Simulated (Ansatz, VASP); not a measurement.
Two plane-wave programs on Rh

The input INCAR:

```
ALGO = Normal
EDIFF = 1E-7
ENCUT = 520
GGA = PE
ISIF = 2
ISMEAR = 0
LASPH = T
LCHARG = T
LELF = T
LREAL = F
LVHAR = T
LWAVE = F
NBANDS = 22
NELM = 100
PREC = Accurate
SIGMA = 0.1
```

The input KPOINTS:

```
k-points
0
Gamma
  9 9 4
```

POSCAR

```
Rh
1.0
    2.6923490378      0.0000000000      0.0000000000
   -1.3461745189      2.3316426626      0.0000000000
    0.0000000000      0.0000000000      4.3966059788
Rh
2
Direct
    0.3333333333      0.6666666667      0.2500000000
    0.6666666667      0.3333333333      0.7500000000
```

Input for Ansatz:

```yaml
crystal:
  lattice:
    - [2.6923490378, 0.0, 0.0]
    - [-1.3461745189, 2.3316426626, 0.0]
    - [0.0, 0.0, 4.3966059788]
  atoms:
    - { symbol: Rh, position: [0.3333333333, 0.6666666667, 0.25] }
    - { symbol: Rh, position: [0.6666666667, 0.3333333333, 0.75] }
basis:
  ecutwfc: 420
kpoints:
  mp_grid: { grid: [9, 9, 4] }
hamiltonian:
  xc: pbe
scf:
  occupations: { method: gaussian, width: 0.1 }
output:
  forces: true
  stress: true
  eigenvalues: true
```

Alike in both runs: task single point; functional PBE; k mesh 9 × 9 × 4; occupations gaussian, width 0.1 eV; no spin polarisation.

|  | VASP | Ansatz |
| --- | --- | --- |
| version | VASP 6.6.1 | Ansatz 0.2.0 |
| potentials or method | VASP PAW PBE potentials, release 64 (Rh_pv), cutoff 520 eV | scalar-relativistic, plane waves, PAW |
| valence electrons in the cell | 30 | 34 |

VASP gave:

- gap on the k mesh at the Fermi level (eV): none
- pressure (GPa): 5.3
- traceless stress, the component that is largest in VASP (GPa): -2.34

Task: Estimate Ansatz's values.

Result: gap on the k mesh at the Fermi level (eV): none; pressure (GPa): 5.3; traceless stress, the component that is largest in VASP (GPa): -2.35.

A gap of «none» marks a metal or a gap that the smearing closes. VASP's potentials hold 30 valence electrons a cell and Ansatz's 34, so a difference there can come from the potentials and not from the codes.
